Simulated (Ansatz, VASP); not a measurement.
Ru: VASP beside Ansatz

The input INCAR:

```
SYSTEM = Ru
ALGO = Fast ; EDIFF = 1E-6
ENCUT = 520 ; GGA = PS
ISIF = 2 ; ISMEAR = 0
LASPH = .True. ; LCHARG = .True.
LELF = .True. ; LREAL = .False.
LVHAR = .True. ; LWAVE = .False.
NBANDS = 21 ; NELM = 80
PREC = Accurate ; SIGMA = 0.15
```

The input KPOINTS:

```
k-points
0
Gamma
  30 30 16
  0 0 0
```

The input POSCAR:

```
Ru
1.0
    2.5309389838      0.0000000000      0.0000000000
   -1.2654694919      2.1918574554      0.0000000000
    0.0000000000      0.0000000000      4.8014529701
Ru
2
Direct
    0.3333333333      0.6666666667      0.2500000000
    0.6666666667      0.3333333333      0.7500000000
```

Input for Ansatz:

```yaml
crystal:
  lattice:
    - [2.5309389838, 0.0, 0.0]
    - [-1.2654694919, 2.1918574554, 0.0]
    - [0.0, 0.0, 4.8014529701]
  atoms:
    - { symbol: Ru, position: [0.3333333333, 0.6666666667, 0.25] }
    - { symbol: Ru, position: [0.6666666667, 0.3333333333, 0.75] }
basis:
  ecutwfc: 420
kpoints:
  mp_grid: { grid: [30, 30, 16] }
hamiltonian:
  xc: pbesol
scf:
  occupations: { method: gaussian, width: 0.15 }
output:
  forces: true
  stress: true
  eigenvalues: true
```

Alike in both runs: task single point; functional PBEsol; k mesh 30 × 30 × 16; occupations gaussian, width 0.15 eV; no spin polarisation.

|  | VASP | Ansatz |
| --- | --- | --- |
| version | VASP 6.6.1 | Ansatz 0.2.0 |
| potentials or method | VASP PAW PBE potentials, release 64 (Ru_pv), cutoff 520 eV | scalar-relativistic, plane waves, PAW |
| valence electrons in the cell | 28 | 32 |

|  | VASP | Ansatz | Ansatz less VASP |
| --- | --- | --- | --- |
| gap on the k mesh at the Fermi level (eV) | none | none | - |
| pressure (GPa) | 12.1 | 12.1 | -0.08 |
| traceless stress, the component that is largest in VASP (GPa) | -53.93 | -53.85 | +0.088 |

VASP's potentials were made for PBE, not for PBEsol. A gap of «none» marks a metal or a gap that the smearing closes. VASP's potentials hold 28 valence electrons a cell and Ansatz's 32, so a difference there can come from the potentials and not from the codes.
